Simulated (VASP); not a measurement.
Runs of VASP 6.6.1 on ZrO. The structure is that of space group P6_3mc (No. 186), or close to it. The cells are those of the table. 

```csv
task,cell,k mesh,cutoff (eV),gap on the mesh (eV),pressure (GPa),largest force (eV/Å)
single point,"a = 3.476, b = 3.476, c = 17.157 Å, angles 90.0, 90.0, 120.0°, 12 atoms",6 × 6 × 1,520,none,(a),0.88
single point,"a = 3.493, b = 3.493, c = 17.740 Å, angles 90.0, 90.0, 120.0°, 12 atoms",12 × 12 × 2,520,none,0.3,0.04
relaxation of cell and atoms,"relaxed from a = 3.476, b = 3.476, c = 17.157 Å, angles 90.0, 90.0, 120.0°, 12 atoms",6 × 6 × 1,600,none,-0.1,0.03
single point,"a = 3.497, b = 3.497, c = 17.691 Å, angles 90.0, 90.0, 120.0°, 12 atoms",6 × 6 × 1,520,none,0.3,0.04
```

Alike in all rows: level PBE; potentials or basis VASP PAW PBE potentials, release 64 (Zr_sv, O); no spin polarisation; smearing gaussian 0.1 eV.

Question: Fill in the values left out.

Answer: (a) 7.0.

Caveats: some runs use coarse meshes.

A k mesh can miss the band edges, and the runs leave out spin-orbit coupling on Zr.

A gap of «none» marks levels without a gap at the run's occupations.
